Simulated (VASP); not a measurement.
Ag3Os, 4 atoms in the cell. Symmetry: Pm-3m, No. 221, cubic system. Conventional cell: a = 4.128 Å, b = 4.128 Å, c = 4.128 Å, α = 90.00°, β = 90.00°, γ = 90.00°. Within 3.8 Å of Ag (site symmetry 4/mmm) lie 8 Ag at 2.92 Å and 4 Os at 2.92 Å. Os (site symmetry m-3m) has 12 Ag at 2.92 Å within 3.8 Å. 

| Property | Result |
| --- | --- |
| Program | VASP 6.6.1 |
| Task | single point |
| Functional | PBE |
| Potentials or basis | VASP PAW PBE potentials, release 64 (Ag, Os) |
| Cutoff | 520 eV |
| k mesh | 4 × 4 × 4 |
| Occupations | gaussian, width 0.1 eV |
| Spin | no spin polarisation |
| Dipole correction | no |
| Further INCAR settings | ALGO = Fast; EDIFF = 1e-06; NBANDS = 28 |

Potentials or basis: VASP PAW PBE potentials, release 64 (Ag, Os).

Command:

```console
$ cat potpaw_PBE.64/Ag/POTCAR potpaw_PBE.64/Os/POTCAR > POTCAR
$ mpirun -np 1 vasp_std > vasp.out
```

Hardware: 1 thread of Intel Xeon 8259CL (shared host).

Q: How long does it take, and how much memory?

A: Run time: 21 s on 1 thread of Intel Xeon 8259CL, on a shared host, peak memory 0.18 GiB. Counts: scf iterations 15, k points 10.
